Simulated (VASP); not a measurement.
Input of a VASP 6.6.1 run:

The input INCAR:

```
SYSTEM = Sn8O16F
ALGO = Normal
EDIFF = 1E-6
ENCUT = 520
GGA = PE
ISIF = 2
ISMEAR = -1
ISPIN = 2
LASPH = .True.
LCHARG = .False.
LORBIT = 11
LREAL = Auto
LWAVE = .False.
MAGMOM = 0 0 0 0 0 0 0 0 0 0.27 0.01 0 0.06 0 0.4 0 0.04 0 0.01 0 0 0.02 0 0.02 0.23
NBANDS = 130
NELM = 150
NUPDOWN = 1.0
PREC = Accurate
SIGMA = 0.01
```

Contents of KPOINTS:

```
k-points
0
Gamma
  1 1 1
  0 0 0
```

The input POSCAR:

```
Sn8O16F
1.0
    4.8274600300      4.8274600300      0.0000000000
   -4.8274600300      4.8274600300      0.0000000000
    0.0000000000      0.0000000000      6.4759066800
Sn O F
8 16 1
Direct
   -0.0043145878      0.5025873824      0.2452875062
    0.5038404223     -0.0067767521      0.2489626673
   -0.0072248138      0.0029896674     -0.0023939505
    0.5037611881      0.4887891324     -0.0013269184
    0.0007001612      0.5062227310      0.7400761371
    0.4949030101     -0.0100221441      0.7439849334
   -0.0058576352      0.0046466464      0.4965766431
    0.5044991538      0.4912027205      0.4971801107
   -0.0106114809      0.8102346732      0.2489161873
    0.5503806315      0.2989906682      0.2571323341
   -0.0343361724      0.1939749877      0.2505417512
    0.4996544736      0.6839143109      0.2478465301
    0.3007861258     -0.0475861009     -0.0017327303
    0.8125482087      0.4945333540     -0.0086809466
    0.1920212688      0.5782985219     -0.0111565845
    0.6855528538     -0.0053125246     -0.0072026980
   -0.0063093220      0.8137237752      0.7428782158
    0.5030379299      0.2985952221      0.7450454799
    0.0015129074      0.1978679252      0.7473557355
    0.5026510805      0.6829552144      0.7446994279
    0.3033611860      0.0067783057      0.4920898582
    0.8102759993      0.5109676693      0.4974668659
    0.1943977773      0.4864101381      0.4890533722
    0.6888235178     -0.0167462805      0.5010628103
    0.2563458822      0.2805240212      0.0451374633
```

Potentials or basis: VASP PAW PBE potentials, release 64 (Sn_d, O, F).

Run with:

```console
$ cat potpaw_PBE.64/Sn_d/POTCAR potpaw_PBE.64/O/POTCAR potpaw_PBE.64/F/POTCAR > POTCAR
$ mpirun -np 1 vasp_gam > vasp.out
```

Estimate the pressure.

2.0 GPa.

Predict the largest force.

0.304 eV/Å.

Forces on the atoms (eV/Å):
```
Sn  -0.011 -0.002  0.017
Sn  -0.005  0.011  0.003
Sn  -0.038  0.001  0.004
Sn   0.034  0.040  0.011
Sn   0.008  0.017  0.018
Sn   0.007  0.016 -0.002
Sn   0.000 -0.022  0.013
Sn  -0.009  0.024  0.016
O    0.002 -0.007 -0.002
O   -0.042 -0.037 -0.035
O   -0.018  0.028  0.022
O   -0.011  0.039 -0.002
O    0.010 -0.048  0.011
O    0.009  0.012  0.006
O    0.030  0.057  0.069
O   -0.019  0.020  0.002
O    0.025  0.004  0.027
O    0.054  0.007 -0.012
O   -0.034  0.000  0.001
O   -0.015  0.004  0.018
O   -0.028 -0.021  0.007
O   -0.022  0.003  0.026
O    0.035  0.030  0.012
O    0.026  0.012  0.005
F    0.010 -0.188 -0.239
```

Caveat: the k points lie up to 0.97 Å⁻¹ apart; the total moment is fixed, so each spin has its own Fermi level.
